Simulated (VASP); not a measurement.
# BaTiO3 in VASP: notebook, part 2 of 2

VASP 6.6.1.

**4. Single point, PBE+U (atom 2 (Ti) moved by (+0.000, +0.150) A along y and z)**

File INCAR:

```
SYSTEM = BaTiO3
PREC = Accurate
ENCUT = 520
EDIFF = 1E-6
ISMEAR = 0
SIGMA = 0.05
LREAL = .False.
LASPH = .True.
NELM = 150
ALGO = Normal
ISIF = 2
LWAVE = .False.
LCHARG = .False.
LMAXMIX = 4
LDAU = .True.
LDAUTYPE = 2
LDAUL = -1 2 -1
LDAUU = 0 4 0
LDAUJ = 0 0 0
LDAUPRINT = 1
GGA = PE
NBANDS = 28
```

File KPOINTS:

```
regular mesh
0
Gamma
  6 6 6
  0 0 0
```

File POSCAR:

```
BaTiO3
1.0
    2.8603720851      1.6514365933      2.3460535783
   -2.8603720851      1.6514365933      2.3460535783
    0.0000000000     -3.3028731867      2.3460535783
Ba Ti O
1 1 3
Direct
    0.0026800181      0.0026800181      0.0026800181
    0.5341116371      0.5341116371      0.5341116371
    0.4903227049      0.4903227049      0.9825753212
    0.4903227049      0.9825753212      0.4903227049
    0.9825753212      0.4903227049      0.4903227049
```

Potentials or basis: VASP PAW PBE potentials, release 64 (Ba_sv, Ti_sv, O).

Launch:

```
> cat potpaw_PBE.64/Ba_sv/POTCAR potpaw_PBE.64/Ti_sv/POTCAR potpaw_PBE.64/O/POTCAR > POTCAR
> mpirun -np 1 vasp_std > vasp.out
```

OUTCAR:

```text
SYSTEM = BaTiO3
   PREC = Accurate
   ENCUT = 520
   EDIFF = 1E-6
   ISMEAR = 0
   LREAL = .False.
   LASPH = .True.
   NELM = 150
   ISIF = 2
   GGA = PE

 ion  position               nearest neighbor table
   1  0.003  0.003  0.003-   3 2.80   4 2.80   5 2.80   3 2.86   3 2.86   5 2.86   4 2.86   4 2.86
                             5 2.86   3 2.94   4 2.94   5 2.94   2 3.30   2 3.44   2 3.44   2 3.44
   2  0.534  0.534  0.534-   4 1.83   5 1.83   3 1.83   4 2.25   5 2.25   3 2.25   1 3.30   1 3.44
                             1 3.44   1 3.44   1 3.59   1 3.59   1 3.59   1 3.74
   3  0.490  0.490  0.983-   2 1.83   2 2.25   1 2.80   1 2.86   1 2.86   1 2.94
   4  0.490  0.983  0.490-   2 1.83   2 2.25   1 2.80   1 2.86   1 2.86   1 2.94
   5  0.983  0.490  0.490-   2 1.83   2 2.25   1 2.80   1 2.86   1 2.86   1 2.94

  LATTYP: Found a trigonal (rhomboedric) cell.
 ALAT       =     4.0512885208
 COS(alpha) =     0.0030148013

  Lattice vectors:

 A1 = (   2.8603720851,   1.6514365933,   2.3460535783)
 A2 = (  -2.8603720851,   1.6514365933,   2.3460535783)
 A3 = (   0.0000000000,  -3.3028731867,   2.3460535783)

Analysis of symmetry for initial positions (statically):
[... 213 lines left out ...]

  energy without entropy =      -37.07583800  energy(sigma->0) =      -37.07583800

 E-fermi :   3.8442     XC(G=0): -11.0394

 val. band max:        3.5630456291   @ k =   0.5000   0.5000   0.5000
 cond. band min:       6.9314006163   @ k =  -0.1667   0.1667   0.0000
 fundamental gap:      3.3683549872
 Fermi energy:         3.8442017644

 k-point     1 :       0.0000    0.0000    0.0000
  band No.  band energies     occupation
      1     -53.5116      2.00000
      2     -29.7621      2.00000
      3     -29.7454      2.00000
      4     -29.7454      2.00000
      5     -21.3323      2.00000
      6     -13.1693      2.00000
[... 733 lines left out ...]
     27      11.5697      0.00000
     28      12.0427      0.00000

 [... further k-points ...]
[... 5 lines left out ...]
  --------------------------------------------------------------------------------------
  -------------------------------------------------------------------------------------
  Total        3.4485824      3.4485824      3.4070100      0.0000000     -0.0000000      0.0000000
  in kB       83.0955144     83.0955144     82.0938048      0.0000000     -0.0000000      0.0000000
  external PRESSURE =      82.7616112 kB  Pullay stress =       0.0000000 kB

 VOLUME and BASIS-vectors are now :
 -----------------------------------------------------------------------------
  energy-cutoff  :      520.00
  volume of cell :       66.49
      direct lattice vectors                 reciprocal lattice vectors
     2.860372085  1.651436593  2.346053578     0.174802433  0.100922232  0.142082575
    -2.860372085  1.651436593  2.346053578    -0.174802433  0.100922232  0.142082575
     0.000000000 -3.302873187  2.346053578     0.000000000 -0.201844464  0.142082575

 POSITION                                       TOTAL-FORCE (eV/Angst)
 -----------------------------------------------------------------------------------
      0.00000     -0.00000      0.01886         0.000000     -0.000000      0.494112
      0.00000     -0.00000      3.75916         0.000000      0.000000     -2.654211
      0.00000     -1.62585      4.60582         0.000000     -0.766517      0.720033
     -1.40803      0.81292      4.60582        -0.663823      0.383259      0.720033
      1.40803      0.81292      4.60582         0.663823      0.383259      0.720033
 -----------------------------------------------------------------------------------
    total drift:                               -0.000000     -0.000003      0.000590

  FREE ENERGIE OF THE ION-ELECTRON SYSTEM (eV)
  ---------------------------------------------------
  free  energy   TOTEN  =       -37.0758380027 eV

  energy  without entropy=      -37.0758380027  energy(sigma->0) =      -37.07583800
```

It took 1.7 min on 1 thread of Intel Xeon 8259CL, shared host; peak memory 0.21 GiB.

What came out:

```
Free energy            : -37.0758 eV
Pressure               : 8.3 GPa
Largest force          : 2.654 eV/Å
Band gap on the k mesh : 3.37 eV (least direct gap 3.92 eV)
```

Forces in eV/Å, atoms in the order of the input:
```
Ba   0.000  0.000  0.494
Ti   0.000  0.000 -2.654
O    0.000 -0.767  0.720
O   -0.664  0.383  0.720
O    0.664  0.383  0.720
```

Stress tensor (GPa, compression positive):
```
8.31 0.00 0.00
0.00 8.31 0.00
0.00 0.00 8.21
```

Levels at points of the mesh, in eV from the valence-band top:
```tsv
k point	band 18	band 19	band 20	band 21	band 22	band 23
(0.00, 0.00, 0.00)	-0.74	-0.70	-0.70	3.41	3.41	3.57
(0.50, 0.00, 0.00)	-1.48	-1.16	-0.96	3.64	4.31	4.61
(0.50, 0.50, 0.00)	-0.99	-0.86	-0.10	4.41	4.53	4.82
(0.50, 0.50, 0.50)	-0.04	-0.04	0.00	4.55	5.03	5.03
```

Eigenvalues of the final occupation matrices:
```tsv
site	spin	trace	eigenvalues
site 2 d	1	0.87	0.12 0.12 0.12 0.26 0.26
site 2 d	2	0.87	0.12 0.12 0.12 0.26 0.26
```

Caveat: the cell differs from its parent crystal (atom 2 (Ti) moved by (+0.000, +0.150) A along y and z); the cell stands under pressure; spin-orbit coupling is left out, which moves the levels of the heavy elements; forces of over 1 eV/Å act on the atoms, so gaps and moduli don't describe the material at rest. A k mesh can miss the band edges.

**5. Single point, PBE+U (atom 2 (Ti) moved by (-0.300, -0.300) A along y and z)**

File INCAR:

```
SYSTEM = BaTiO3
PREC = Accurate
ENCUT = 520
EDIFF = 1E-6
ISMEAR = 0
SIGMA = 0.05
LREAL = .FALSE.
LASPH = .TRUE.
NELM = 150
ALGO = Normal
ISIF = 2
LWAVE = .FALSE.
LCHARG = .TRUE.
LMAXMIX = 4
LDAU = .TRUE.
LDAUTYPE = 2
LDAUL = -1 2 -1
LDAUU = 0 4 0
LDAUJ = 0 0 0
LDAUPRINT = 1
GGA = PE
LELF = .TRUE.
LVHAR = .TRUE.
NBANDS = 28
```

File KPOINTS:

```
regular mesh
0
G
  6 6 6
  0 0 0
```

POSCAR, as its differences from that of step 4:

```diff
@@ -9,3 +9,3 @@
     0.0026800181      0.0026800181      0.0026800181
-    0.5341116371      0.5341116371      0.5341116371
+    0.4398978089      0.4398978089      0.5307278175
     0.4903227049      0.4903227049      0.9825753212
```

Potentials or basis: VASP PAW PBE potentials, release 64 (Ba_sv, Ti_sv, O).

Launch:

```
> cat potpaw_PBE.64/Ba_sv/POTCAR potpaw_PBE.64/Ti_sv/POTCAR potpaw_PBE.64/O/POTCAR > POTCAR
> mpirun -np 1 vasp_std > vasp.out
```

OUTCAR:

```text
SYSTEM = BaTiO3
   PREC = Accurate
   ENCUT = 520
   EDIFF = 1E-6
   ISMEAR = 0
   LREAL = .FALSE.
   LASPH = .TRUE.
   NELM = 150
   ISIF = 2
   GGA = PE

 ion  position               nearest neighbor table
   1  0.003  0.003  0.003-   3 2.80   4 2.80   5 2.80   3 2.86   3 2.86   5 2.86   4 2.86   4 2.86
                             5 2.86   3 2.94   4 2.94   5 2.94   2 3.15   2 3.30   2 3.46   2 3.46
   2  0.440  0.440  0.531-   3 1.85   4 1.87   5 1.87   4 2.21   5 2.21   3 2.24   1 3.15   1 3.30
                             1 3.46   1 3.46   1 3.59   1 3.59   1 3.76
   3  0.490  0.490  0.983-   2 1.85   2 2.24   1 2.80   1 2.86   1 2.86   1 2.94
   4  0.490  0.983  0.490-   2 1.87   2 2.21   1 2.80   1 2.86   1 2.86   1 2.94
   5  0.983  0.490  0.490-   2 1.87   2 2.21   1 2.80   1 2.86   1 2.86   1 2.94

  LATTYP: Found a trigonal (rhomboedric) cell.
 ALAT       =     4.0512885208
 COS(alpha) =     0.0030148013

  Lattice vectors:

 A1 = (   2.8603720851,   1.6514365933,   2.3460535783)
 A2 = (  -2.8603720851,   1.6514365933,   2.3460535783)
 A3 = (   0.0000000000,  -3.3028731867,   2.3460535783)

Analysis of symmetry for initial positions (statically):
[... 213 lines left out ...]

  energy without entropy =      -36.93529565  energy(sigma->0) =      -36.93529565

 E-fermi :   3.8252     XC(G=0): -11.0495

 val. band max:        3.5880180509   @ k =   0.5000   0.5000   0.5000
 cond. band min:       6.7324419124   @ k =   0.0000   0.0000   0.0000
 fundamental gap:      3.1444238615
 Fermi energy:         3.8252190103

 k-point     1 :       0.0000    0.0000    0.0000
  band No.  band energies     occupation
      1     -53.6954      2.00000
      2     -29.9371      2.00000
      3     -29.9010      2.00000
      4     -29.8880      2.00000
      5     -21.3413      2.00000
      6     -13.1722      2.00000
[... 733 lines left out ...]
     27      11.4782      0.00000
     28      12.7864      0.00000

 [... further k-points ...]
[... 5 lines left out ...]
  --------------------------------------------------------------------------------------
  -------------------------------------------------------------------------------------
  Total        1.7257794      3.6883159      2.4410141      0.0000000      0.1034767      0.0000000
  in kB       41.5836161     88.8720258     58.8175953      0.0000000      2.4933288      0.0000000
  external PRESSURE =      63.0910791 kB  Pullay stress =       0.0000000 kB

 VOLUME and BASIS-vectors are now :
 -----------------------------------------------------------------------------
  energy-cutoff  :      520.00
  volume of cell :       66.49
      direct lattice vectors                 reciprocal lattice vectors
     2.860372085  1.651436593  2.346053578     0.174802433  0.100922232  0.142082575
    -2.860372085  1.651436593  2.346053578    -0.174802433  0.100922232  0.142082575
     0.000000000 -3.302873187  2.346053578     0.000000000 -0.201844464  0.142082575

 POSITION                                       TOTAL-FORCE (eV/Angst)
 -----------------------------------------------------------------------------------
      0.00000     -0.00000      0.01886         0.000000     -1.131830     -1.059797
      0.00000     -0.30000      3.30916         0.000000      2.476761      1.282897
      0.00000     -1.62585      4.60582         0.000000     -0.838282      0.055600
     -1.40803      0.81292      4.60582        -0.220817     -0.253324     -0.139350
      1.40803      0.81292      4.60582         0.220817     -0.253324     -0.139350
 -----------------------------------------------------------------------------------
    total drift:                                0.000000     -0.001190      0.000172

  FREE ENERGIE OF THE ION-ELECTRON SYSTEM (eV)
  ---------------------------------------------------
  free  energy   TOTEN  =       -36.9352956518 eV

  energy  without entropy=      -36.9352956518  energy(sigma->0) =      -36.93529565
```

OSZICAR:

```text
N       E                     dE             d eps       ncg     rms          rms(c)
DAV:   1     0.439818589363E+03    0.43982E+03   -0.20678E+04  3808   0.154E+03
DAV:   2    -0.347157054022E+01   -0.44329E+03   -0.42331E+03  4408   0.428E+02
DAV:   3    -0.462604952508E+02   -0.42789E+02   -0.42469E+02  5264   0.133E+02
DAV:   4    -0.483336870136E+02   -0.20732E+01   -0.20682E+01  5820   0.248E+01
DAV:   5    -0.483969468870E+02   -0.63260E-01   -0.63249E-01  5196   0.337E+00    0.238E+01
DAV:   6    -0.368252207863E+02    0.11572E+02   -0.57893E+01  6008   0.698E+01    0.953E+00
DAV:   7    -0.370430269557E+02   -0.21781E+00   -0.96915E+00  5272   0.202E+01    0.634E+00
DAV:   8    -0.369105163365E+02    0.13251E+00   -0.83415E-01  5032   0.853E+00    0.259E+00
DAV:   9    -0.369506944473E+02   -0.40178E-01   -0.24701E-01  5064   0.326E+00    0.127E+00
DAV:  10    -0.369372415595E+02    0.13453E-01   -0.10910E-01  4764   0.300E+00    0.363E-01
DAV:  11    -0.369352671110E+02    0.19744E-02   -0.10330E-02  5848   0.748E-01    0.110E-01
DAV:  12    -0.369352827096E+02   -0.15599E-04   -0.12539E-03  4784   0.321E-01    0.565E-02
DAV:  13    -0.369352980309E+02   -0.15321E-04   -0.15726E-04  4484   0.101E-01    0.175E-02
DAV:  14    -0.369352952743E+02    0.27566E-05   -0.26255E-05  4800   0.351E-02    0.100E-02
DAV:  15    -0.369352956518E+02   -0.37748E-06   -0.44394E-06  4160   0.169E-02
   1 F= -.36935296E+02 E0= -.36935296E+02  d E =-.223825E-13
```

stdout:

```text
POSCAR found type information on POSCAR BaTiO
 POSCAR found :  3 types and       5 ions
 scaLAPACK will be used
 LDA part: xc-table for (Slater+PW92), standard interpolation
 POSCAR, INCAR and KPOINTS ok, starting setup
 FFT: planning ... GRIDC
 FFT: planning ... GRID_SOFT
 FFT: planning ... GRID
 WAVECAR not read
 entering main loop
```

Wall time 3.5 min (1 thread of Intel Xeon 8259CL, shared host); peak memory 0.26 GiB.

What came out:

- Free energy: -36.9353 eV
- Pressure: 6.3 GPa
- Largest force: 2.789 eV/Å
- Band gap on the k mesh: 3.14 eV (least direct gap 3.68 eV)

Forces on the atoms (eV/Å):
```
Ba   0.000 -1.132 -1.060
Ti   0.000  2.477  1.283
O    0.000 -0.838  0.056
O   -0.221 -0.253 -0.139
O    0.221 -0.253 -0.139
```

Stress tensor (GPa, compression positive):
```
4.16 0.00 0.00
0.00 8.89 0.25
0.00 0.25 5.88
```

Levels at points of the mesh, in eV from the valence-band top:
```
           k point  band 18  band 19  band 20  band 21  band 22  band 23
(0.00, 0.00, 0.00)    -0.65    -0.64    -0.62     3.14     3.18     3.29
(0.50, 0.00, 0.00)    -1.46    -1.14    -0.94     3.38     4.08     4.41
(0.00, 0.00, 0.50)    -1.48    -1.16    -0.90     3.47     4.05     4.40
(0.50, 0.50, 0.00)    -0.97    -0.85    -0.09     4.21     4.31     4.63
(0.50, 0.00, 0.50)    -1.00    -0.91    -0.10     4.14     4.30     4.61
(0.50, 0.50, 0.50)    -0.03    -0.02     0.00     4.19     4.71     4.81
```

Eigenvalues of the final occupation matrices:
```tsv
site	spin	trace	eigenvalues
site 2 d	1	0.85	0.12 0.12 0.12 0.24 0.25
site 2 d	2	0.85	0.12 0.12 0.12 0.24 0.25
```

Caveat: the cell differs from its parent crystal (atom 2 (Ti) moved by (-0.300, -0.300) A along y and z); the cell stands under pressure; spin-orbit coupling is left out, which moves the levels of the heavy elements; forces of over 1 eV/Å act on the atoms, so gaps and moduli don't describe the material at rest. A k mesh can miss the band edges.

**6. Overview**

```tsv
cell	gap on the mesh (eV)	pressure (GPa)	largest force (eV/Å)
as given, atomic positions A	2.25	1.4	1.06
as given, atomic positions B	3.94	15.2	5.49
as given, atomic positions C	3.37	8.3	2.65
as given, atomic positions D	3.14	6.3	2.79
```

Alike in all rows: task single point; level PBE+U; potentials or basis VASP PAW PBE potentials, release 64 (Ba_sv, Ti_sv, O); no spin polarisation; Ti d U = 4.0 eV; k mesh 6 × 6 × 6; cutoff (eV) 520; smearing gaussian 0.05 eV.

Caveats: spin-orbit coupling is left out, which moves the levels of the heavy elements; forces of over 1 eV/Å act on the atoms, so gaps and moduli don't describe the material at rest; the cell stands under pressure (at least some runs).

Absolute energies hang on the potentials; compare differences alone.
